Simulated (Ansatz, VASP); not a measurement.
## Ta3P2: VASP beside Ansatz

Contents of INCAR:

```
SYSTEM = Ta3P2
ALGO     = Normal         ! electronic algorithm
EDIFF    = 1E-6           ! SCF threshold, eV
ENCUT    = 520            ! plane-wave cutoff, eV
GGA      = PE             ! functional
ISIF     = 2              ! what is computed and relaxed
ISMEAR   = 0              ! smearing method
LASPH    = .True.         ! aspherical terms in the spheres
LCHARG   = .False.        ! write CHGCAR
LREAL    = .False.        ! projectors in reciprocal space
LWAVE    = .False.        ! write WAVECAR
NBANDS   = 30             ! bands
NELM     = 80             ! most SCF steps
PREC     = Accurate       ! precision mode
SIGMA    = 0.1            ! smearing width, eV
```

File KPOINTS:

```
k-points
0
Gamma
  6 6 4
  0 0 0
```

Contents of POSCAR:

```
Ta3P2
1.0
    3.9433692111      0.0000000000      0.0000000000
   -1.9716846055      3.4150579133      0.0000000000
    0.0000000000      0.0000000000      6.1352419451
Ta P
3 2
Direct
    0.0000000000      0.0000000000      0.0000000000
    0.3333333333      0.6666666667      0.6450000000
    0.6666666667      0.3333333333      0.3550000000
    0.3333333333      0.6666666667      0.2450000000
    0.6666666667      0.3333333333      0.7550000000
```

Input for Ansatz:

```yaml
crystal:
  lattice:
    - [3.9433692111, 0.0, 0.0]
    - [-1.9716846055, 3.4150579133, 0.0]
    - [0.0, 0.0, 6.1352419451]
  atoms:
    - { symbol: Ta, position: [0.0, 0.0, 0.0] }
    - { symbol: Ta, position: [0.3333333333, 0.6666666667, 0.645] }
    - { symbol: Ta, position: [0.6666666667, 0.3333333333, 0.355] }
    - { symbol: P, position: [0.3333333333, 0.6666666667, 0.245] }
    - { symbol: P, position: [0.6666666667, 0.3333333333, 0.755] }
basis:
  ecutwfc: 420
kpoints:
  mp_grid: { grid: [6, 6, 4] }
hamiltonian:
  xc: pbe
scf:
  occupations: { method: gaussian, width: 0.1 }
  lower_state_search: "off"
output:
  forces: true
  stress: true
  eigenvalues: true
```

Alike in both runs: task single point; functional PBE; k mesh 6 × 6 × 4; occupations gaussian, width 0.1 eV; no spin polarisation.

|  | VASP | Ansatz |
| --- | --- | --- |
| version | VASP 6.6.1 | Ansatz 0.2.0 |
| potentials or method | VASP PAW PBE potentials, release 64 (Ta_pv, P), cutoff 520 eV | scalar-relativistic, plane waves, PAW |
| valence electrons in the cell | 43 | 49 |

```tsv
	VASP	Ansatz	Ansatz less VASP
gap on the k mesh at the Fermi level (eV)	none	none	-
pressure (GPa)	10.4	10.2	-0.17
traceless stress, the component that is largest in VASP (GPa)	0.32	0.34	+0.023
rms of the force components (eV/Å)	0.687	0.682	-0.0052
```

Atom by atom the forces differ by 0.005 eV/Å (rms over components). A gap of «none» marks a metal or a gap that the smearing closes. With one functional, cell and mesh, what is left measures potentials, basis and numerics. VASP's potentials hold 43 valence electrons a cell and Ansatz's 49, so a difference there can come from the potentials and not from the codes.

Neither program's run includes spin-orbit coupling.
